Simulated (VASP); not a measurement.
# BN (P-6m2) in VASP: relaxation of cell and atoms with PBE

Aim: the relaxation of cell and atoms of BN with PBE.

Program: VASP 6.6.1. These are calculated values, not measurements. Logs are shortened: lines on timing, memory, paths and dates and some standing lists are left out, and cuts for length are marked.

## Step 1: The cell of the first run

It takes space group P-6m2 (No. 187, hexagonal). The conventional cell has a = 2.512 Å, b = 2.512 Å, c = 8.352 Å, α = 90.00°, β = 90.00°, γ = 120.00°. Within 1.9 Å of B (site symmetry -6m2) lie 3 N at 1.45 Å. B (site symmetry -6m2) has 3 N at 1.45 Å within 1.9 Å. Within 1.9 Å of N (site symmetry -6m2) lie 3 B at 1.45 Å. Within 1.9 Å of N (site symmetry -6m2) lie 3 B at 1.45 Å.

## Step 2: Relaxation of cell and atoms, PBE

INCAR reads:

```
  PREC = Accurate
  ENCUT = 1330
  EDIFF = 1E-7
  ISMEAR = 0
  SIGMA = 0.02
  LREAL = F
  LASPH = T
  NELM = 120
  ALGO = Normal
  ISIF = 3
  LWAVE = F
  LCHARG = F
  GGA = PE
  IBRION = 2
  NSW = 100
  EDIFFG = -0.01
  GGA_COMPAT = F
  NELMIN = 4
```

KPOINTS reads:

```
regular mesh
0
Gamma
  12 12 4
```

POSCAR reads:

```
BN
1.0
    2.5121490623      0.0000000000      0.0000000000
   -1.2560745311      2.1755849060      0.0000000000
    0.0000000000      0.0000000000      8.3518967055
B N
2 2
Direct
    0.0000000000      0.0000000000      0.5000000000
    0.3333333333      0.6666666667      0.0000000000
    0.3333333333      0.6666666667      0.5000000000
    0.6666666667      0.3333333333      0.0000000000
```

Potentials or basis: VASP PAW PBE potentials, release 64 (B_h, N_h).

Started as:

```sh
> cat potpaw_PBE.64/B_h/POTCAR potpaw_PBE.64/N_h/POTCAR > POTCAR
> mpirun -np 1 vasp_std > vasp.out
```

OUTCAR:

```text
PREC = Accurate
   ENCUT = 1330
   EDIFF = 1E-7
   ISMEAR = 0
   LREAL = F
   LASPH = T
   NELM = 120
   ISIF = 3
   GGA = PE
   IBRION = 2
   NSW = 100
   EDIFFG = -0.01
   NELMIN = 4

 ion  position               nearest neighbor table
   1  0.000  0.000  0.500-   3 1.45   3 1.45   3 1.45
   2  0.333  0.667  0.000-   4 1.45   4 1.45   4 1.45
   3  0.333  0.667  0.500-   1 1.45   1 1.45   1 1.45
   4  0.667  0.333  0.000-   2 1.45   2 1.45   2 1.45

  LATTYP: Found a hexagonal cell.
 ALAT       =     2.5121490623
 C/A-ratio  =     3.3246023617

  Lattice vectors:

 A1 = (   2.5121490623,   0.0000000000,   0.0000000000)
 A2 = (  -1.2560745311,   2.1755849060,   0.0000000000)
 A3 = (   0.0000000000,   0.0000000000,   8.3518967055)

Analysis of symmetry for initial positions (statically):
=====================================================================
 Subroutine PRICEL returns:
 Original cell was already a primitive cell.

 Routine SETGRP: Setting up the symmetry group for a
 hexagonal supercell.

 Subroutine GETGRP returns: Found 12 space group operations
 (whereof 12 operations were pure point group operations)
 out of a pool of 24 trial point group operations.

The static configuration has the point symmetry D_3h.

Analysis of symmetry for dynamics (positions and initial velocities):
=====================================================================
 Subroutine PRICEL returns:
 Original cell was already a primitive cell.

 Routine SETGRP: Setting up the symmetry group for a
 hexagonal supercell.

 Subroutine GETGRP returns: Found 12 space group operations
 (whereof 12 operations were pure point group operations)
 out of a pool of 24 trial point group operations.

The dynamic configuration has the point symmetry D_3h.

 Subroutine INISYM returns: Found 12 space group operations
 (whereof 12 operations are pure point group operations),
 and found     1 'primitive' translations

----------------------------------------------------------------------------------------

                                     Primitive cell

  volume of cell :      45.6464

  direct lattice vectors                    reciprocal lattice vectors
     2.512149062  0.000000000  0.000000000     0.398065551  0.229823253  0.000000000
    -1.256074531  2.175584906  0.000000000     0.000000000  0.459646506  0.000000000
     0.000000000  0.000000000  8.351896705     0.000000000  0.000000000  0.119733282

  length of vectors
     2.512149062  2.512149062  8.351896705     0.459646506  0.459646506  0.119733282

  position of ions in fractional coordinates (direct lattice)
     0.000000000  0.000000000  0.500000000
     0.333333333  0.666666667  0.000000000
     0.333333333  0.666666667  0.500000000
     0.666666667  0.333333333  0.000000000

  ion indices of the primitive-cell ions
   primitive index   ion index
                 1           1
                 2           2
                 3           3
                 4           4

----------------------------------------------------------------------------------------

 KPOINTS: regular mesh

Automatic generation of k-mesh.
 Grid dimensions read from file:
 generate k-points for:   12   12    4

 Generating k-lattice:

  Cartesian coordinates                     Fractional coordinates (reciprocal lattice)
     0.033172129  0.019151938  0.000000000     0.083333333  0.000000000  0.000000000
     0.000000000  0.038303875  0.000000000     0.000000000  0.083333333  0.000000000
     0.000000000  0.000000000  0.029933320     0.000000000  0.000000000  0.250000000

  Length of vectors
     0.038303875  0.038303875  0.029933320

  Shift w.r.t. Gamma in fractional coordinates (k-lattice)
     0.000000000  0.000000000  0.000000000

 Subroutine IBZKPT returns following result:
 ===========================================

 Found     57 irreducible k-points:

 Following reciprocal coordinates:
            Coordinates               Weight
  0.000000  0.000000  0.000000      1.000000
  0.083333 -0.000000  0.000000      6.000000
  0.166667 -0.000000  0.000000      6.000000
  0.250000 -0.000000  0.000000      6.000000
  0.333333 -0.000000  0.000000      6.000000
  0.416667  0.000000  0.000000      6.000000
[... 16 lines left out ...]
  0.250000 -0.000000  0.250000     12.000000
  0.333333 -0.000000  0.250000     12.000000
 [... further k-points ...]
   k-points           NKPTS =     57   k-points in BZ     NKDIM =     57   number of bands    NBANDS=     12
   number of dos      NEDOS =    301   number of ions     NIONS =      4
   total plane-waves  NPLWV =  90000
   dimension x,y,z NGX =    30 NGY =   30 NGZ =  100
   dimension x,y,z NGXF=    60 NGYF=   60 NGZF=  200
   ions per type =               2   2
   NGX,Y,Z   is equivalent  to a cutoff of  19.85, 19.85, 19.91 a.u.
   NGXF,Y,Z  is equivalent  to a cutoff of  39.71, 39.71, 39.81 a.u.
 SYSTEM =  unknown system
   PREC   = accura    normal or accurate (medium, high low for compatibility)
   ISTART =      0    job   : 0-new  1-cont  2-samecut
   ICHARG =      2    charge: 1-file 2-atom 10-const
   ISPIN  =      1    spin polarized calculation?
   LNONCOLLINEAR =      F non collinear calculations
   LSORBIT =      F    spin-orbit coupling
   LASPH  =      T    aspherical Exc in radial PAW
   ENCUT  = 1330.0 eV  97.75 Ry    9.89 a.u.   7.47  7.47 24.84*2*pi/ulx,y,z
   NELM   =    120;   NELMIN=  4; NELMDL= -5     # of ELM steps
   EDIFF  = 0.1E-06   stopping-criterion for ELM
   LREAL  =      F    real-space projection
   EDIFFG = -.1E-01   stopping-criterion for IOM
   NSW    =    100    number of steps for IOM
   IBRION =      2    ionic relax: 0-MD 1-quasi-New 2-CG
   NFREE  =      1    steps in history (QN), initial steepest desc. (CG)
   ISIF   =      3    stress and relaxation
   ISYM   =      2    0-nonsym 1-usesym 2-fastsym
   POTIM  = 0.5000    time-step for ionic-motion
   TEBEG  =    0.0;   TEEND  =   0.0 temperature during run
   PSTRESS=    0.0 pullay stress
   NELECT =      16.0000    total number of electrons
   NUPDOWN=      -1.0000    fix difference up-down
   EMIN   =  10.00;   EMAX   =-10.00  energy-range for DOS
   EFERMI =   0.00;   METHOD = LEGACY
   ISMEAR =     0;   SIGMA  =   0.02  broadening in eV -4-tet -1-fermi 0-gaus
   EFERMI_NEDOS =   21; number of points for ismear=-14 and -15
   IALGO  =     38    algorithm
   IMIX   =      4    mixing-type and parameters
     AMIX     =   0.40;   BMIX     =  1.00
     AMIX_MAG =   1.60;   BMIX_MAG =  1.00
  volume/ion in A,a.u.               =      11.41        77.01
  Fermi-wavevector in a.u.,A,eV,Ry     =   1.154284  2.181280 18.128012  1.332371
  Thomas-Fermi vector in A             =   2.290922
   LORBIT       =      0    0 simple, 1 ext, 2 COOP (PROOUT), +10 PAW based schemes
   GGA     = PE    functional components
   LHFCALC =     F    Hartree Fock is set to
   AEXX    =    0.0000 exact exchange contribution
   IVDW    =     0    specifies the selected vdW correction
   LEPSILON=     F    determine dielectric tensor
   LRPA    =     F    only Hartree local field effects (RPA)
 conjugate gradient relaxation of ions
 non-spin polarized calculation
 Gauss-broadening in eV      SIGMA  =   0.02
  energy-cutoff  :     1330.00
  volume of cell :       45.65
 maximum number of plane-waves:      5066
 NGX is ok and might be reduce to    30
   NGX = 15   NGY = 15   NGZ = 49

--------------------------------------- Ionic step        1  -------------------------------------------

 number of electron      16.0000000 magnetization

 Free energy of the ion-electron system (eV)
  ---------------------------------------------------
  ext. energy  EPLUGINS =         0.00000000
  ---------------------------------------------------
  free energy    TOTEN  =       -35.25430687 eV

  energy without entropy =      -35.25430687  energy(sigma->0) =      -35.25430687

------------------------ aborting loop because EDIFF is reached ----------------------------------------

  FORCE on cell =-STRESS in cart. coord.  units (eV):
  Direction    XX          YY          ZZ          XY          YZ          ZX
  --------------------------------------------------------------------------------------
  -------------------------------------------------------------------------------------
  Total       -0.0696690     -0.0696690     -0.0311106     -0.0000000      0.0000000      0.0000000
  in kB       -2.4453652     -2.4453652     -1.0919739     -0.0000000      0.0000000      0.0000000
  external PRESSURE =      -1.9942348 kB  Pullay stress =       0.0000000 kB

 VOLUME and BASIS-vectors are now :
 -----------------------------------------------------------------------------
  energy-cutoff  :     1330.00
  volume of cell :       45.65
      direct lattice vectors                 reciprocal lattice vectors
     2.512149062  0.000000000  0.000000000     0.398065551  0.229823253  0.000000000
    -1.256074531  2.175584906  0.000000000     0.000000000  0.459646506  0.000000000
     0.000000000  0.000000000  8.351896705     0.000000000  0.000000000  0.119733282
[... 39 lines left out ...]
 POSITION                                       TOTAL-FORCE (eV/Angst)
 -----------------------------------------------------------------------------------
      0.00000      0.00000      4.17438        -0.000000      0.000000     -0.000000
     -0.00000      1.44917     -0.00000        -0.000000     -0.000000     -0.000000
     -0.00000      1.44917      4.17438         0.000000     -0.000000      0.000000
      1.25502      0.72459     -0.00000         0.000000     -0.000000      0.000000
 -----------------------------------------------------------------------------------
    total drift:                                0.000000     -0.000000      0.000000

  FREE ENERGIE OF THE ION-ELECTRON SYSTEM (eV)
  ---------------------------------------------------
  free  energy   TOTEN  =       -35.2542648398 eV

  energy  without entropy=      -35.2542648398  energy(sigma->0) =      -35.25426484

--------------------------------------- Ionic step        3  -------------------------------------------

 number of electron      16.0000000 magnetization

 Free energy of the ion-electron system (eV)
  ---------------------------------------------------
  ext. energy  EPLUGINS =         0.00000000
  ---------------------------------------------------
  free energy    TOTEN  =       -35.25433122 eV

  energy without entropy =      -35.25433122  energy(sigma->0) =      -35.25433122

 E-fermi :   1.6389     XC(G=0):  -8.6364

 val. band max:        1.4843918380   @ k =   0.3333   0.3333   0.5000
 cond. band min:       5.8739453055   @ k =   0.0000   0.0000   0.0000
 fundamental gap:      4.3895534676
 Fermi energy:         1.6388879259

 k-point     1 :       0.0000    0.0000    0.0000
  band No.  band energies     occupation
      1     -16.1588      2.00000
      2     -16.1174      2.00000
      3      -4.0139      2.00000
      4      -3.4161      2.00000
      5       0.1217      2.00000
      6       0.1217      2.00000
      7       0.1319      2.00000
      8       0.1319      2.00000
      9       5.8739      0.00000
     10       9.2308      0.00000
     11      11.5603      0.00000
     12      13.0097      0.00000

 k-point     2 :       0.0833   -0.0000    0.0000
  band No.  band energies     occupation
      1     -16.0257      2.00000
      2     -15.9851      2.00000
      3      -3.8323      2.00000
      4      -3.2419      2.00000
      5      -0.4356      2.00000
      6      -0.4245      2.00000
      7      -0.1340      2.00000
      8      -0.1237      2.00000
      9       6.1128      0.00000
     10       9.3378      0.00000
     11      11.7835      0.00000
     12      12.9263      0.00000
[... 316 lines left out ...]
 k-point    24 :       0.3333   -0.0000    0.2500
  band No.  band energies     occupation
      1     -14.2201      2.00000
      2     -14.1987      2.00000
      3      -5.3845      2.00000
      4      -5.3703      2.00000
      5      -2.1005      2.00000
      6      -2.0900      2.00000
      7      -1.2474      2.00000
      8      -0.9314      2.00000
      9       8.3532      0.00000
     10       8.5768      0.00000
     11       9.6490      0.00000
     12      11.3342      0.00000

 [... further k-points ...]

------------------------ aborting loop because EDIFF is reached ----------------------------------------

  FORCE on cell =-STRESS in cart. coord.  units (eV):
  Direction    XX          YY          ZZ          XY          YZ          ZX
  --------------------------------------------------------------------------------------
  -------------------------------------------------------------------------------------
  Total        0.0081433      0.0081433     -0.0299220      0.0000000     -0.0000000      0.0000000
  in kB        0.2860517      0.2860517     -1.0510721      0.0000000     -0.0000000      0.0000000
  external PRESSURE =      -0.1596563 kB  Pullay stress =       0.0000000 kB

 VOLUME and BASIS-vectors are now :
 -----------------------------------------------------------------------------
  energy-cutoff  :     1330.00
  volume of cell :       45.61
      direct lattice vectors                 reciprocal lattice vectors
     2.511349771 -0.000000000  0.000000000     0.398192244  0.229896399 -0.000000000
    -1.255674885  2.174892700 -0.000000000     0.000000000  0.459792798 -0.000000000
     0.000000000  0.000000000  8.350710081     0.000000000  0.000000000  0.119750296

 POSITION                                       TOTAL-FORCE (eV/Angst)
 -----------------------------------------------------------------------------------
      0.00000      0.00000      4.17536        -0.000000      0.000000      0.000000
     -0.00000      1.44993      8.35071        -0.000000      0.000000      0.000000
     -0.00000      1.44993      4.17536        -0.000000      0.000000     -0.000000
      1.25567      0.72496      8.35071         0.000000     -0.000000      0.000000
 -----------------------------------------------------------------------------------
    total drift:                                0.000000     -0.000000      0.000000

  FREE ENERGIE OF THE ION-ELECTRON SYSTEM (eV)
  ---------------------------------------------------
  free  energy   TOTEN  =       -35.2543312155 eV

  energy  without entropy=      -35.2543312155  energy(sigma->0) =      -35.25433122

 reached required accuracy - stopping structural energy minimisation
```

Run time: 3.6 min. Hardware: 1 thread of Intel Xeon Platinum 8259CL at 2.50GHz (Skylake/Cascade Lake), shared host; peak memory 0.35 GiB.

Results:

- Free energy: -35.2543 eV
- Relaxed volume: 11.40 Å³/atom
- Relaxed cell: a = 2.511 Å, b = 2.511 Å, c = 8.351 Å, α = 90.00°, β = 90.00°, γ = 120.00°
- Space group after relaxing (to 0.1 Å): P-6m2 (No. 187)
- Energy gained by relaxing: 0.0 meV/atom
- Ionic steps: 3
- Pressure after relaxing: 0.0 GPa
- Band gap on the k mesh: 4.39 eV (least direct gap 4.65 eV)

Final structure:
```cif
data_structure
_symmetry_space_group_name_H-M 'P 1'
_symmetry_Int_Tables_number 1
_cell_length_a 2.5113
_cell_length_b 2.5113
_cell_length_c 8.3507
_cell_angle_alpha 90.000
_cell_angle_beta 90.000
_cell_angle_gamma 120.000
_cell_volume 45.61
loop_
_atom_site_label
_atom_site_type_symbol
_atom_site_fract_x
_atom_site_fract_y
_atom_site_fract_z
_atom_site_occupancy
B1 B 0.00000 0.00000 0.50000 1
B2 B 0.33333 0.66667 0.00000 1
N1 N 0.33333 0.66667 0.50000 1
N2 N 0.66667 0.33333 0.00000 1
```

Caveat: this functional lacks dispersion, which binds layers or chains, so the pressure and a relaxed spacing across them are unreliable. A k mesh can miss the band edges.
